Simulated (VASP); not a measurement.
I, 2 atoms in the cell. Symmetry: P6_3/mmc, No. 194, hexagonal system. The conventional cell has a = 2.993 Å, b = 2.993 Å, c = 5.162 Å, α = 90.00°, β = 90.00°, γ = 120.00°. Within 3.9 Å of I (site symmetry -6m2) lie 12 I at 2.99 to 3.11 Å. 

```yaml
Program: VASP 6.6.1
Task: single point
Functional: LDA
Potentials_or_basis: VASP PAW LDA potentials, release 64 (I)
Cutoff: 520 eV
k_mesh: 12 × 12 × 7
Occupations: fermi-dirac, width 0.08 eV
Spin: no spin polarisation
Dipole_correction: no
Further_INCAR_settings: ALGO = Normal; EDIFF = 1e-06; NBANDS = 14
```

Potentials or basis: VASP PAW LDA potentials, release 64 (I).

Command:

```bash
$ cat potpaw_LDA.64/I/POTCAR > POTCAR
$ mpirun -np 1 vasp_std > vasp.out
```

Hardware: 1 thread of Intel(R) Xeon(R) 6975P-C (Granite Rapids) (shared host).

How long does it take, and how much memory?

Wall time 10 s on 1 thread of Intel(R) Xeon(R) 6975P-C (Granite Rapids) (shared host), peak memory 0.16 GiB. Counts: scf iterations 10, k points 76.
